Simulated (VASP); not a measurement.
# AlC18 in VASP: single point with PBE+D3(BJ)

Aim: the single point of AlC18 with PBE+D3(BJ).

All numbers are computed with VASP 6.6.1; they aren't measurements. Logs are shortened: lines on timing, memory, paths and dates and some standing lists are left out, and cuts for length are marked.

**1. The cell of the first run**

The cell holds a slab with vacuum, 19 atoms: a = 7.398 Å, b = 7.398 Å, c = 11.000 Å, α = 90.00°, β = 90.00°, γ = 120.00°.

**2. Single point, PBE+D3(BJ), collinear spin, zero start**

The input, INCAR:

```
ALGO = Normal
EDIFF = 1E-7
ENCUT = 520
GGA = PE
ISIF = 2
ISMEAR = 0
ISPIN = 2
IVDW = 12
LASPH = T
LCHARG = T
LELF = T
LORBIT = 11
LREAL = Auto
LVHAR = T
LWAVE = F
MAGMOM = 0 0 0 0 0 0 0 0 0 0 0 0 0 0 0 0 0 0 0
NBANDS = 56
NELM = 150
PREC = Accurate
SIGMA = 0.05
```

The input, KPOINTS:

```
k-points
0
Gamma
  2 2 1
```

The input, POSCAR:

```
AlC18
1.0
    7.3980000000      0.0000000000      0.0000000000
   -3.6990000000      6.4068560000      0.0000000000
    0.0000000000      0.0000000000     11.0000000000
C Al
18 1
Direct
   -0.0015552173     -0.0041588261      0.0890906364
    0.2217727977      0.1081238598      0.0863198182
   -0.0000424804      0.3299323412      0.0898115455
    0.2220012557      0.4413088104      0.0900590000
   -0.0004489586      0.6626435806      0.0898194545
    0.2215822277      0.7727702948      0.0893265455
    0.3339277098     -0.0040313065      0.0870517273
    0.5571211052      0.1083100666      0.0893264545
    0.3340509426      0.3314460322      0.0890933636
    0.5561615652      0.4415226439      0.0898862727
    0.3335498366      0.6629282756      0.0901888182
    0.5556300888      0.7742596369      0.0899984545
    0.6669602836     -0.0036590490      0.0901879091
    0.8885798472      0.1078898917      0.0900581818
    0.6672432610      0.3303367518      0.0898174545
    0.8890508972      0.4408371282      0.0901993636
    0.6665467400      0.6633411146      0.0903505455
    0.8883648149      0.7737269263      0.0898868182
    0.2718886293      0.0572663097      0.2877097273
```

Potentials or basis: VASP PAW PBE potentials, release 64 (C, Al).

Started as:

```
> cat potpaw_PBE.64/C/POTCAR potpaw_PBE.64/Al/POTCAR > POTCAR
> mpirun -np 1 vasp_std > vasp.out
```

OUTCAR:

```text
EDIFF = 1E-7
   ENCUT = 520
   GGA = PE
   ISIF = 2
   ISMEAR = 0
   ISPIN = 2
   IVDW = 12
   LASPH = T
   LORBIT = 11
   LREAL = Auto
   NELM = 150
   PREC = Accurate
 IVDW          = 12

 ion  position               nearest neighbor table
   1  0.998  0.996  0.089-  14 1.42  18 1.42   2 1.43
   2  0.222  0.108  0.086-   9 1.43   1 1.43   7 1.44  19 2.31
   3  1.000  0.330  0.090-  16 1.42  14 1.42   4 1.42
   4  0.222  0.441  0.090-  11 1.42   9 1.42   3 1.42
   5  1.000  0.663  0.090-  16 1.42   6 1.42  18 1.42
   6  0.222  0.773  0.089-  11 1.42   5 1.42   7 1.43
   7  0.334  0.996  0.087-   8 1.43   6 1.43   2 1.44  19 2.34
   8  0.557  0.108  0.089-  13 1.42  15 1.42   7 1.43
   9  0.334  0.331  0.089-   4 1.42  10 1.42   2 1.43
  10  0.556  0.442  0.090-  17 1.42   9 1.42  15 1.42
  11  0.334  0.663  0.090-   4 1.42   6 1.42  12 1.42
  12  0.556  0.774  0.090-  17 1.42  11 1.42  13 1.42
  13  0.667  0.996  0.090-  14 1.42   8 1.42  12 1.42
  14  0.889  0.108  0.090-  13 1.42   1 1.42   3 1.42
  15  0.667  0.330  0.090-  16 1.42   8 1.42  10 1.42
  16  0.889  0.441  0.090-   5 1.42  15 1.42   3 1.42
  17  0.667  0.663  0.090-  18 1.42  10 1.42  12 1.42
  18  0.888  0.774  0.090-  17 1.42   1 1.42   5 1.42
  19  0.272  0.057  0.288-   2 2.31   7 2.34

  LATTYP: Found a hexagonal cell.
 ALAT       =     7.3980000000
 C/A-ratio  =     1.4868883482

  Lattice vectors:

 A1 = (   7.3980000000,   0.0000000000,   0.0000000000)
 A2 = (  -3.6990000000,   6.4068560000,   0.0000000000)
 A3 = (   0.0000000000,   0.0000000000,  11.0000000000)

Analysis of symmetry for initial positions (statically):
=====================================================================
 Subroutine PRICEL returns:
 Original cell was already a primitive cell.

 Routine SETGRP: Setting up the symmetry group for a
 hexagonal supercell.

 Subroutine GETGRP returns: Found  1 space group operations
 (whereof  1 operations were pure point group operations)
 out of a pool of 24 trial point group operations.

The static configuration has the point symmetry C_1 .

Analysis of symmetry for dynamics (positions and initial velocities):
=====================================================================
 Subroutine PRICEL returns:
 Original cell was already a primitive cell.

 Routine SETGRP: Setting up the symmetry group for a
 hexagonal supercell.

 Subroutine GETGRP returns: Found  1 space group operations
 (whereof  1 operations were pure point group operations)
 out of a pool of 24 trial point group operations.

The dynamic configuration has the point symmetry C_1 .

Analysis of structural, dynamic, and magnetic symmetry:
=====================================================================
 Subroutine PRICEL returns:
 Original cell was already a primitive cell.

 Routine SETGRP: Setting up the symmetry group for a
 hexagonal supercell.

 Subroutine GETGRP returns: Found  1 space group operations
 (whereof  1 operations were pure point group operations)
 out of a pool of 24 trial point group operations.

The overall configuration has the point symmetry C_1 .

 Subroutine INISYM returns: Found  1 space group operations
 (whereof  1 operations are pure point group operations),
 and found     1 'primitive' translations

----------------------------------------------------------------------------------------

                                     Primitive cell

  volume of cell :     521.3771

  direct lattice vectors                    reciprocal lattice vectors
     7.398000000  0.000000000  0.000000000     0.135171668  0.078041398  0.000000000
    -3.699000000  6.406856000  0.000000000     0.000000000  0.156082796  0.000000000
     0.000000000  0.000000000 11.000000000     0.000000000  0.000000000  0.090909091

  length of vectors
     7.398000000  7.398000054 11.000000000     0.156082797  0.156082796  0.090909091

  position of ions in fractional coordinates (direct lattice)
     0.998444783  0.995841174  0.089090636
     0.221772798  0.108123860  0.086319818
     0.999957520  0.329932341  0.089811545
     0.222001256  0.441308810  0.090059000
     0.999551041  0.662643581  0.089819455
     0.221582228  0.772770295  0.089326546
[... 11 lines left out ...]
     0.888364815  0.773726926  0.089886818
[... 62 lines left out ...]
   NGX,Y,Z   is equivalent  to a cutoff of  12.58, 12.58, 12.70 a.u.
   NGXF,Y,Z  is equivalent  to a cutoff of  25.17, 25.17, 25.39 a.u.
 SYSTEM =  unknown system
   PREC   = accura    normal or accurate (medium, high low for compatibility)
   ISTART =      0    job   : 0-new  1-cont  2-samecut
   ICHARG =      2    charge: 1-file 2-atom 10-const
   ISPIN  =      2    spin polarized calculation?
   LNONCOLLINEAR =      F non collinear calculations
   LSORBIT =      F    spin-orbit coupling
   LASPH  =      T    aspherical Exc in radial PAW
   ENCUT  =  520.0 eV  38.22 Ry    6.18 a.u.  13.76 13.76 20.45*2*pi/ulx,y,z
   NELM   =    150;   NELMIN=  2; NELMDL= -5     # of ELM steps
   EDIFF  = 0.1E-06   stopping-criterion for ELM
   LREAL  =      T    real-space projection
   EDIFFG = 0.1E-05   stopping-criterion for IOM
   NSW    =      0    number of steps for IOM
   IBRION =     -1    ionic relax: 0-MD 1-quasi-New 2-CG
   NFREE  =      0    steps in history (QN), initial steepest desc. (CG)
   ISIF   =      2    stress and relaxation
   ISYM   =      2    0-nonsym 1-usesym 2-fastsym
   POTIM  = 0.5000    time-step for ionic-motion
   TEBEG  =    0.0;   TEEND  =   0.0 temperature during run
   PSTRESS=    0.0 pullay stress
   NELECT =      75.0000    total number of electrons
   NUPDOWN=      -1.0000    fix difference up-down
   EMIN   =  10.00;   EMAX   =-10.00  energy-range for DOS
   EFERMI =   0.00;   METHOD = LEGACY
   ISMEAR =     0;   SIGMA  =   0.05  broadening in eV -4-tet -1-fermi 0-gaus
   EFERMI_NEDOS =   21; number of points for ismear=-14 and -15
   IALGO  =     38    algorithm
   IMIX   =      4    mixing-type and parameters
     AMIX     =   0.40;   BMIX     =  1.00
     AMIX_MAG =   1.60;   BMIX_MAG =  1.00
  volume/ion in A,a.u.               =      27.44       185.18
  Fermi-wavevector in a.u.,A,eV,Ry     =   0.857784  1.620977 10.011076  0.735793
  Thomas-Fermi vector in A             =   1.974890
   LORBIT       =     11    0 simple, 1 ext, 2 COOP (PROOUT), +10 PAW based schemes
   GGA     = PE    functional components
   LHFCALC =     F    Hartree Fock is set to
   AEXX    =    0.0000 exact exchange contribution
   IVDW    =    12    specifies the selected vdW correction
   LEPSILON=     F    determine dielectric tensor
   LRPA    =     F    only Hartree local field effects (RPA)
 spin polarized calculation
 Gauss-broadening in eV      SIGMA  =   0.05
  energy-cutoff  :      520.00
  volume of cell :      521.38
 maximum number of plane-waves:     14099
 NGX is ok and might be reduce to    56
   NGX = 27   NGY = 27   NGZ = 41

 number of electron      74.9999995 magnetization      -0.0000000

 number of electron      74.9999995 magnetization       0.0000000

 Free energy of the ion-electron system (eV)
  ---------------------------------------------------
  ext. energy  EPLUGINS =         0.00000000
  ---------------------------------------------------
  free energy    TOTEN  =      -167.40835638 eV

  energy without entropy =     -167.40835638  energy(sigma->0) =     -167.40835638

 E-fermi :  -0.6525     XC(G=0):  -4.5013

 val. band max:       -0.8937183058   @ k =   0.0000   0.0000   0.0000
 cond. band min:       0.0841828863   @ k =   0.0000   0.5000   0.0000
 fundamental gap:      0.9779011921
 Fermi energy:        -0.6524574670

 spin component 1

 k-point     1 :       0.0000    0.0000    0.0000
  band No.  band energies     occupation
      1     -20.4224      1.00000
      2     -18.0700      1.00000
      3     -17.8562      1.00000
      4     -17.8201      1.00000
      5     -17.7338      1.00000
      6     -17.7003      1.00000
[... 197 lines left out ...]
     48       4.0523      0.00000
     49       4.3627      0.00000
 Fermi energy:        -0.6524574670

 spin component 2

 k-point     1 :       0.0000    0.0000    0.0000
  band No.  band energies     occupation
      1     -20.4224      1.00000
      2     -18.0700      1.00000
      3     -17.8562      1.00000
      4     -17.8201      1.00000
      5     -17.7338      1.00000
      6     -17.7003      1.00000
[... 197 lines left out ...]
     48       4.0523      0.00000
     49       4.3627      0.00000
 [bands above 49 left out]

------------------------ aborting loop because EDIFF is reached ----------------------------------------

 Edisp (eV)   -1.84363

 E8    (eV) :    -0.5964

  FORCE on cell =-STRESS in cart. coord.  units (eV):
  Direction    XX          YY          ZZ          XY          YZ          ZX
  --------------------------------------------------------------------------------------
  -------------------------------------------------------------------------------------
  Total       4.58533     4.72691    -0.15678     0.13000    -0.01886     0.02001
  in kB      14.09060    14.52567    -0.48177     0.39949    -0.05796     0.06148
  external pressure =        9.38 kB  Pullay stress =        0.00 kB

 VOLUME and BASIS-vectors are now :
 -----------------------------------------------------------------------------
  energy-cutoff  :      520.00
  volume of cell :      521.38
      direct lattice vectors                 reciprocal lattice vectors
     7.398000000  0.000000000  0.000000000     0.135171668  0.078041398  0.000000000
    -3.699000000  6.406856000  0.000000000     0.000000000  0.156082796  0.000000000
     0.000000000  0.000000000 11.000000000     0.000000000  0.000000000  0.090909091

 POSITION                                       TOTAL-FORCE (eV/Angst)
 -----------------------------------------------------------------------------------
      3.70288      6.38021      0.98000         0.013476      0.017207     -0.003960
      1.24072      0.69273      0.94952        -0.021568      0.014848      0.001358
      6.17727      2.11383      0.98793        -0.003987      0.004346      0.000591
      0.00996      2.82740      0.99065         0.011950      0.002749     -0.002659
      4.94356      4.24546      0.98801         0.000694     -0.004881     -0.002221
     -1.21921      4.95103      0.98259         0.000716      0.021559      0.000831
[... 11 lines left out ...]
      3.71011      4.95716      0.98876        -0.010476      0.003877     -0.002502
      1.79960      0.36690      3.16481         0.012587     -0.005498      0.003589
 -----------------------------------------------------------------------------------
    total drift:                               -0.021104      0.009809      0.002946

  FREE ENERGIE OF THE ION-ELECTRON SYSTEM (eV)
  ---------------------------------------------------
  free  energy   TOTEN  =      -169.2519890978 eV

  energy  without entropy=     -169.2519890978  energy(sigma->0) =     -169.25198910

 total charge

# of ion       s       p       d       tot
------------------------------------------
    1        0.861   1.790   0.000   2.650
    2        0.859   1.795   0.000   2.654
    3        0.862   1.791   0.000   2.653
    4        0.861   1.798   0.000   2.659
    5        0.861   1.794   0.000   2.655
    6        0.861   1.791   0.000   2.652
[... 11 lines left out ...]
   18        0.861   1.794   0.000   2.655
   19        0.625   0.125   0.000   0.750
--------------------------------------------------
tot         16.123  32.423   0.000  48.545

 magnetization (x)

# of ion       s       p       d       tot
------------------------------------------
    1        0.000   0.000   0.000   0.000
    2       -0.000  -0.000   0.000  -0.000
    3        0.000  -0.000   0.000  -0.000
    4       -0.000  -0.000   0.000  -0.000
    5       -0.000  -0.000   0.000  -0.000
    6        0.000  -0.000   0.000  -0.000
[... 11 lines left out ...]
   18        0.000   0.000   0.000   0.000
   19       -0.000   0.000   0.000  -0.000
--------------------------------------------------
tot          0.000  -0.000   0.000  -0.000
```

Wall time 5.6 min (1 thread of Intel Xeon 6975P-C (Granite Rapids), shared host); peak memory 0.8 GiB.

What came out:

```yaml
Free_energy: -169.2520 eV
Largest_force: 0.026 eV/Å
Net_moment: 0.00 μB per cell
Valence_electrons_inside_the_program's_atomic_spheres: C 2.65, 2.66 (each value once); Al 0.75
Dispersion_energy_per_atom: -0.097 eV
```

Forces in eV/Å, atoms in the order of the input:
```
C    0.013  0.017 -0.004
C   -0.022  0.015  0.001
C   -0.004  0.004  0.001
C    0.012  0.003 -0.003
C    0.001 -0.005 -0.002
C    0.001  0.022  0.001
C    0.009 -0.004  0.005
C   -0.013 -0.012  0.002
C   -0.011 -0.013 -0.005
C   -0.008  0.002  0.000
C   -0.011 -0.014 -0.002
C    0.000 -0.008  0.001
C    0.006  0.014 -0.002
C    0.005 -0.017  0.001
C    0.017  0.002  0.000
C   -0.003  0.007  0.002
C    0.006 -0.012  0.003
C   -0.010  0.004 -0.003
Al   0.013 -0.005  0.004
```

Caveat: the k points lie up to 0.49 Å⁻¹ apart; there is no dipole correction, which matters where the two faces differ; no moment was typed at the start, so none could form.
